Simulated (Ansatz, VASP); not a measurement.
## Rh in VASP and in Ansatz

The input INCAR:

```
PREC = Accurate
ENCUT = 520
EDIFF = 1E-6
ISMEAR = 0
SIGMA = 0.15
LREAL = False
LASPH = True
NELM = 60
ALGO = Fast
ISIF = 2
LWAVE = False
LCHARG = False
GGA = PE
NBANDS = 14
```

KPOINTS

```
regular mesh
0
Gamma
  22 22 22
```

POSCAR

```
Rh
1.0
    0.0000000000      1.8825345000      1.9015500000
    1.9015500000      0.0000000000      1.9015500000
    1.9015500000      1.8825345000      0.0000000000
Rh
1
Direct
    0.0000000000      0.0000000000      0.0000000000
```

Input for Ansatz:

```yaml
crystal:
  lattice:
    - [0.0, 1.8825345, 1.90155]
    - [1.90155, 0.0, 1.90155]
    - [1.90155, 1.8825345, 0.0]
  atoms:
    - { symbol: Rh, position: [0.0, 0.0, 0.0] }
basis:
  ecutwfc: 420
kpoints:
  mp_grid: { grid: [22, 22, 22] }
hamiltonian:
  xc: pbe
scf:
  occupations: { method: gaussian, width: 0.15 }
output:
  forces: true
  stress: true
  eigenvalues: true
  write_density: true
  write_potential: true
  elf: true
  volumetric_format: npy
```

Change from the starting cell: strain -0.0100 x Voigt [0, 1, 0, 0, 0, 0], atoms carried along.

Alike in both runs: task single point; functional PBE; k mesh 22 × 22 × 22; occupations gaussian, width 0.15 eV; no spin polarisation.

```csv
,VASP,Ansatz
version,VASP 6.6.1,Ansatz 0.2.0
potentials or method,"VASP PAW PBE potentials, release 64 (Rh_pv), cutoff 520 eV","scalar-relativistic, plane waves, PAW"
valence electrons in the cell,15,17
```

Ansatz gave:

```
gap on the k mesh at the Fermi level (eV)                     : none
pressure (GPa)                                                : 8.8
traceless stress, the component that is largest in VASP (GPa) : 1.68
```

What did VASP give for the same quantities?

gap on the k mesh at the Fermi level (eV): none; pressure (GPa): 8.8; traceless stress, the component that is largest in VASP (GPa): 1.67.

A gap of «none» marks a metal or a gap that the smearing closes. VASP's potentials hold 15 valence electrons a cell and Ansatz's 17, so a difference there can come from the potentials and not from the codes.
